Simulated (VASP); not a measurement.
# KI (I4/mmm) in VASP: a series of runs, part 3 of 4

VASP 6.6.1.

### 5 Electric field gradients, PBEsol (equal xx and yy strain of +1 %)

File INCAR:

```
SYSTEM = KI
PREC = Accurate ; ENCUT = 400
EDIFF = 1E-8 ; ISMEAR = -1
SIGMA = 0.01 ; LREAL = .FALSE.
LASPH = .TRUE. ; NELM = 120
ALGO = Normal ; ISIF = 2
LWAVE = .FALSE. ; LCHARG = .FALSE.
GGA = PS ; LEFG = .TRUE.
NBANDS = 15 ; GGA_COMPAT = .FALSE.
```

File KPOINTS:

```
Automatic mesh
0
G
  8 8 8
  0 0 0
```

File POSCAR:

```
KI
1.0
    0.0000000000      3.5597955000      3.5245500000
    3.5597955000      0.0000000000      3.5245500000
    3.5597955000      3.5597955000      0.0000000000
K I
1 1
Direct
    0.0000000000      0.0000000000      0.0000000000
    0.5000000000      0.5000000000      0.5000000000
```

Potentials or basis: VASP PAW PBE potentials, release 64 (K_sv, I).

Run with:

```bash
$ cat potpaw_PBE.64/K_sv/POTCAR potpaw_PBE.64/I/POTCAR > POTCAR
$ mpirun -np 1 vasp_std > vasp.out
```

OUTCAR:

```text
SYSTEM = KI
   PREC = Accurate
   ENCUT = 400
   EDIFF = 1E-8
   ISMEAR = -1
   LREAL = .FALSE.
   LASPH = .TRUE.
   NELM = 120
   ISIF = 2
   GGA = PS

 ion  position               nearest neighbor table
   1  0.000  0.000  0.000-   2 3.52   2 3.52   2 3.56   2 3.56   2 3.56   2 3.56
   2  0.500  0.500  0.500-   1 3.52   1 3.52   1 3.56   1 3.56   1 3.56   1 3.56

  LATTYP: Found a body centered tetragonal cell.
 ALAT       =     5.0343110754
 C/A-ratio  =     1.4002114479

  Lattice vectors:

 A1 = (   0.0000000000,  -3.5597955000,  -3.5245500000)
 A2 = (   0.0000000000,   3.5597955000,  -3.5245500000)
 A3 = (   3.5597955000,   0.0000000000,   3.5245500000)

Analysis of symmetry for initial positions (statically):
=====================================================================
 Subroutine PRICEL returns:
 Original cell was already a primitive cell.

 Routine SETGRP: Setting up the symmetry group for a
 body centered tetragonal supercell.

 Subroutine GETGRP returns: Found 16 space group operations
 (whereof 16 operations were pure point group operations)
 out of a pool of 16 trial point group operations.

The static configuration has the point symmetry D_4h.

Analysis of symmetry for dynamics (positions and initial velocities):
=====================================================================
 Subroutine PRICEL returns:
 Original cell was already a primitive cell.

 Routine SETGRP: Setting up the symmetry group for a
 body centered tetragonal supercell.

 Subroutine GETGRP returns: Found 16 space group operations
 (whereof 16 operations were pure point group operations)
 out of a pool of 16 trial point group operations.

The dynamic configuration has the point symmetry D_4h.

 Subroutine INISYM returns: Found 16 space group operations
 (whereof 16 operations are pure point group operations),
 and found     1 'primitive' translations

----------------------------------------------------------------------------------------

                                     Primitive cell

  volume of cell :      89.3272

  direct lattice vectors                    reciprocal lattice vectors
     0.000000000  3.559795500  3.524550000    -0.140457507  0.140457507  0.141862082
     3.559795500  0.000000000  3.524550000     0.140457507 -0.140457507  0.141862082
     3.559795500  3.559795500  0.000000000     0.140457507  0.140457507 -0.141862082

  length of vectors
     5.009450739  5.009450739  5.034311075     0.244093164  0.244093164  0.244093164

  position of ions in fractional coordinates (direct lattice)
     0.000000000  0.000000000  0.000000000
     0.500000000  0.500000000  0.500000000

  ion indices of the primitive-cell ions
   primitive index   ion index
                 1           1
                 2           2

----------------------------------------------------------------------------------------

 KPOINTS: Automatic mesh

Automatic generation of k-mesh.
 Grid dimensions read from file:
 generate k-points for:    8    8    8

[... 82 lines left out ...]
     AMIX     =   0.40;   BMIX     =  1.00
     AMIX_MAG =   1.60;   BMIX_MAG =  1.00
  volume/ion in A,a.u.               =      44.66       301.40
  Fermi-wavevector in a.u.,A,eV,Ry     =   0.922827  1.743890 11.586850  0.851609
  Thomas-Fermi vector in A             =   2.048396
   LORBIT       =      0    0 simple, 1 ext, 2 COOP (PROOUT), +10 PAW based schemes
   GGA     = PS    functional components
   LHFCALC =     F    Hartree Fock is set to
   AEXX    =    0.0000 exact exchange contribution
   IVDW    =     0    specifies the selected vdW correction
   LEPSILON=     F    determine dielectric tensor
   LRPA    =     F    only Hartree local field effects (RPA)
 non-spin polarized calculation
  energy-cutoff  :      400.00
  volume of cell :       89.33
 maximum number of plane-waves:      1644
 NGX is ok and might be reduce to    36
   NGX = 17   NGY = 17   NGZ = 17

 number of electron      16.0000002 magnetization

 Free energy of the ion-electron system (eV)
  ---------------------------------------------------
  ext. energy  EPLUGINS =         0.00000000
  ---------------------------------------------------
  free energy    TOTEN  =        -5.81214296 eV

  energy without entropy =       -5.81214296  energy(sigma->0) =       -5.81214296

 E-fermi :  -0.3187     XC(G=0):  -7.2892

 val. band max:       -0.5729836185   @ k =   0.0000   0.0000   0.0000
 cond. band min:       3.2131891019   @ k =   0.0000   0.0000   0.0000
 fundamental gap:      3.7861727204
 Fermi energy:        -0.3186589523

 k-point     1 :       0.0000    0.0000    0.0000
  band No.  band energies     occupation
      1     -28.9227      2.00000
      2     -12.4732      2.00000
      3     -12.4726      2.00000
      4     -12.4726      2.00000
      5     -11.0919      2.00000
      6      -0.5746      2.00000
      7      -0.5746      2.00000
      8      -0.5730      2.00000
      9       3.2132      0.00000
     10       5.8411      0.00000
     11       5.8411      0.00000
     12       5.9020      0.00000
     13       6.5724      0.00000
     14       6.6124      0.00000
[... 401 lines left out ...]
      2     -12.5785      2.00000
      3     -12.4783      2.00000
      4     -12.4776      2.00000
      5     -10.8891      2.00000
      6      -1.6024      2.00000
      7      -0.8975      2.00000
      8      -0.8413      2.00000
      9       4.7914      0.00000
     10       5.8303      0.00000
     11       6.9830      0.00000
     12       7.1170      0.00000
     13       7.6683      0.00000
     14       7.7740      0.00000
     15       9.2325      0.00000

 [... further k-points ...]

------------------------ aborting loop because EDIFF is reached ----------------------------------------

  FORCE on cell =-STRESS in cart. coord.  units (eV):
  Direction    XX          YY          ZZ          XY          YZ          ZX
  --------------------------------------------------------------------------------------
  -------------------------------------------------------------------------------------
  Total       -0.2550967     -0.2550967     -0.1334874      0.0000000      0.0000000      0.0000000
  in kB       -4.5754269     -4.5754269     -2.3942372      0.0000000      0.0000000      0.0000000
  external PRESSURE =      -3.8483637 kB  Pullay stress =       0.0000000 kB

 VOLUME and BASIS-vectors are now :
 -----------------------------------------------------------------------------
  energy-cutoff  :      400.00
  volume of cell :       89.33
      direct lattice vectors                 reciprocal lattice vectors
     0.000000000  3.559795500  3.524550000    -0.140457507  0.140457507  0.141862082
     3.559795500  0.000000000  3.524550000     0.140457507 -0.140457507  0.141862082
     3.559795500  3.559795500  0.000000000     0.140457507  0.140457507 -0.141862082

 POSITION                                       TOTAL-FORCE (eV/Angst)
 -----------------------------------------------------------------------------------
      0.00000      0.00000      0.00000         0.000000      0.000000      0.000000
      3.55980      3.55980      3.52455        -0.000000     -0.000000     -0.000000
 -----------------------------------------------------------------------------------
    total drift:                                0.000000      0.000000      0.000000

  FREE ENERGIE OF THE ION-ELECTRON SYSTEM (eV)
  ---------------------------------------------------
  free  energy   TOTEN  =        -5.8121429637 eV

  energy  without entropy=       -5.8121429637  energy(sigma->0) =       -5.81214296

 Electric field gradients (V/A^2)
---------------------------------------------------------------------
 ion       V_xx      V_yy      V_zz      V_xy      V_xz      V_yz
---------------------------------------------------------------------
   1       0.661     0.661    -1.322    -0.000    -0.000    -0.000
   2       0.987     0.987    -1.975    -0.000    -0.000    -0.000
---------------------------------------------------------------------

 Electric field gradients after diagonalization (V/A^2)
 (convention: |V_zz| > |V_xx| > |V_yy|)
----------------------------------------------------------------------
 ion       V_xx      V_yy      V_zz     asymmetry (V_yy - V_xx)/ V_zz
----------------------------------------------------------------------
   1       0.662     0.661    -1.322       0.001
   2       0.987     0.987    -1.975       0.000
----------------------------------------------------------------------

           NMR quadrupolar parameters

 Cq : quadrupolar parameter    Cq=e*Q*V_zz/h
 eta: asymmetry parameters     (V_yy - V_xx)/ V_zz
 Q  : nuclear electric quadrupole moment in mb (millibarn)
----------------------------------------------------------------------
 ion       Cq(MHz)       eta       Q (mb)
----------------------------------------------------------------------
   1      -0.003       0.001       1.000
   2      -0.005       0.000       1.000
----------------------------------------------------------------------
```

OSZICAR:

```text
N       E                     dE             d eps       ncg     rms          rms(c)
DAV:   1     0.746554580513E+02    0.74655E+02   -0.55273E+03  1770   0.734E+02
DAV:   2    -0.135363401813E+01   -0.76009E+02   -0.70828E+02  2262   0.187E+02
DAV:   3    -0.568541423702E+01   -0.43318E+01   -0.43154E+01  2478   0.398E+01
DAV:   4    -0.589752189647E+01   -0.21211E+00   -0.21206E+00  2777   0.794E+00
DAV:   5    -0.589984765400E+01   -0.23258E-02   -0.23257E-02  2477   0.858E-01    0.287E+00
DAV:   6    -0.581502267590E+01    0.84825E-01   -0.89455E-02  2337   0.196E+00    0.206E+00
DAV:   7    -0.580755498337E+01    0.74677E-02   -0.10425E-01  2421   0.170E+00    0.848E-01
DAV:   8    -0.581201003775E+01   -0.44551E-02   -0.13009E-02  1917   0.810E-01    0.235E-01
DAV:   9    -0.581185631802E+01    0.15372E-03   -0.63260E-04  2547   0.152E-01    0.808E-02
DAV:  10    -0.581213495790E+01   -0.27864E-03   -0.32630E-04  2057   0.102E-01    0.425E-02
DAV:  11    -0.581214001675E+01   -0.50588E-05   -0.22882E-05  2694   0.232E-02    0.129E-02
DAV:  12    -0.581214156619E+01   -0.15494E-05   -0.16270E-06  2253   0.977E-03    0.102E-02
DAV:  13    -0.581214287526E+01   -0.13091E-05   -0.13201E-06  2155   0.753E-03    0.231E-03
DAV:  14    -0.581214299675E+01   -0.12149E-06   -0.10427E-07  2609   0.184E-03    0.124E-03
DAV:  15    -0.581214295064E+01    0.46111E-07   -0.20853E-08  2189   0.864E-04    0.518E-04
DAV:  16    -0.581214296157E+01   -0.10933E-07   -0.10203E-09  1718   0.193E-04    0.171E-04
DAV:  17    -0.581214296366E+01   -0.20882E-08   -0.25166E-10  1543   0.940E-05
   1 F= -.58121430E+01 E0= -.58121430E+01  d E =-.262563E-13
```

Wall time 58 s (1 thread of Intel Xeon 8259CL, shared host); peak memory 0.23 GiB.

What came out:

```
Free energy                             : -5.8121 eV
Pressure                                : -0.4 GPa
Band gap on the k mesh                  : 3.79 eV
Largest electric field gradient by atom : K -1.3; I -2.0 V/Å²
```

Levels at points of the mesh, in eV from the valence-band top:
| k point | band 5 | band 6 | band 7 | band 8 | band 9 | band 10 | band 11 | band 12 |
| --- | --- | --- | --- | --- | --- | --- | --- | --- |
| (0.00, 0.00, 0.00) | -10.52 | 0.00 | 0.00 | 0.00 | 3.79 | 6.41 | 6.41 | 6.47 |
| (0.50, 0.00, 0.00) | -10.24 | -1.32 | -0.33 | -0.33 | 5.37 | 7.57 | 8.00 | 8.08 |
| (0.50, 0.50, 0.00) | -10.38 | -0.99 | -0.38 | -0.38 | 4.84 | 5.65 | 8.08 | 8.62 |
| (0.50, 0.00, 0.50) | -10.38 | -1.00 | -0.37 | -0.36 | 4.85 | 5.64 | 8.05 | 8.57 |

Electric field gradients, principal values (V/Å²):
```csv
atom,least,middle,greatest (by size)
1 K,0.661,0.662,-1.322
2 I,0.987,0.987,-1.975
```

Caveat: the cell differs from its parent crystal (equal xx and yy strain of +1 %); without QUAD_EFG the Cq values of the log hold for a quadrupole moment of 1 mb, not for the nuclei; the PAW data sets were made with another functional, which shifts forces and pressure a little; spin-orbit coupling is left out, which moves the levels of the heavy elements. A k mesh can miss the band edges.

(Continued in part 4 of 4.)
